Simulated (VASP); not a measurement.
A run of VASP 6.6.1 is set up as follows.

INCAR

```
SYSTEM = SnO
PREC = Accurate
ENCUT = 520
EDIFF = 1E-6
ISMEAR = -1
SIGMA = 0.05
LREAL = .False.
LASPH = .True.
NELM = 80
ALGO = Normal
ISIF = 2
LWAVE = .False.
LCHARG = .True.
GGA = PE
LELF = .True.
LVHAR = .True.
NBANDS = 28
```

KPOINTS

```
regular mesh
0
Gamma
  8 5 6
  0 0 0
```

The input POSCAR:

```
SnO
1.0
    3.2865162927      0.0000000000      0.0000000000
    0.0000000000      5.5582734578      0.0000000000
    0.0000000000      0.0000000000      4.1357831634
Sn O
2 2
Direct
    0.5000000000      0.7680910000      0.0131440000
    0.0000000000      0.2319090000      0.5131440000
    0.5000000000      0.1087500000      0.2368570000
    0.0000000000      0.8912500000      0.7368570000
```

Potentials or basis: VASP PAW PBE potentials, release 64 (Sn_d, O).

Command:

```sh
$ cat potpaw_PBE.64/Sn_d/POTCAR potpaw_PBE.64/O/POTCAR > POTCAR
$ mpirun -np 1 vasp_std > vasp.out
```

**Question.** Estimate the band gap on the k mesh.

**Answer.** 1.40 eV, indirect (least direct gap 1.96 eV).

**Question.** Estimate the pressure.

**Answer.** 5.9 GPa.

**Question.** What does it give for the largest force?

**Answer.** 0.901 eV/Å.

Stress tensor (GPa, compression positive):
```
6.54 0.00 0.00
0.00 6.34 0.00
0.00 0.00 4.96
```

Caveat: spin-orbit coupling is left out, which moves the levels of the heavy elements. PBE gaps usually lie below the measured ones, often by a third to a half.
